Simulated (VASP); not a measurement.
Wanted: the native input for a VASP 6.6.1 run.

| Property | Result |
| --- | --- |
| Task | single point |
| Functional | PBE |
| Potentials or basis | VASP PAW PBE potentials, release 64 (Ta_pv) |
| Cutoff | 520 eV |
| k mesh | 20 × 20 × 20 |
| Occupations | gaussian, width 0.15 eV |
| Spin | no spin polarisation |
| Dipole correction | no |
| Further INCAR settings | ALGO = Normal; EDIFF = 1e-06; NBANDS = 12 |

The structure of Ta lies in POSCAR:

```
Ta
1.0
   -1.6813120420      1.6813120420      1.6813120420
    1.6813120420     -1.6813120420      1.6813120420
    1.6813120420      1.6813120420     -1.6813120420
Ta
1
Direct
    0.0000000000      0.0000000000      0.0000000000
```

These files were run (other wordings do the same):

INCAR

```
SYSTEM = Ta
ALGO = Normal ; EDIFF = 1E-6
ENCUT = 520 ; GGA = PE
ISIF = 2 ; ISMEAR = 0
LASPH = .TRUE. ; LCHARG = .FALSE.
LREAL = .FALSE. ; LWAVE = .FALSE.
NBANDS = 12 ; NELM = 80
PREC = Accurate ; SIGMA = 0.15
```

KPOINTS

```
k-points
0
G
  20 20 20
  0 0 0
```

Potentials or basis: VASP PAW PBE potentials, release 64 (Ta_pv).

Launch:

```bash
$ cat potpaw_PBE.64/Ta_pv/POTCAR > POTCAR
$ mpirun -np 1 vasp_std > vasp.out
```

It gave:

```json
{
 "Pressure": "-7.0 GPa",
 "Band gap on the k mesh": "zero (an odd number of electrons rules out a gap without spin polarisation)"
}
```

Caveat: the cell stands under tension; spin-orbit coupling is left out, which moves the levels of the heavy elements.

Run time: 52 s on 1 thread of Intel Xeon 8259CL (shared host), peak memory 0.18 GiB.
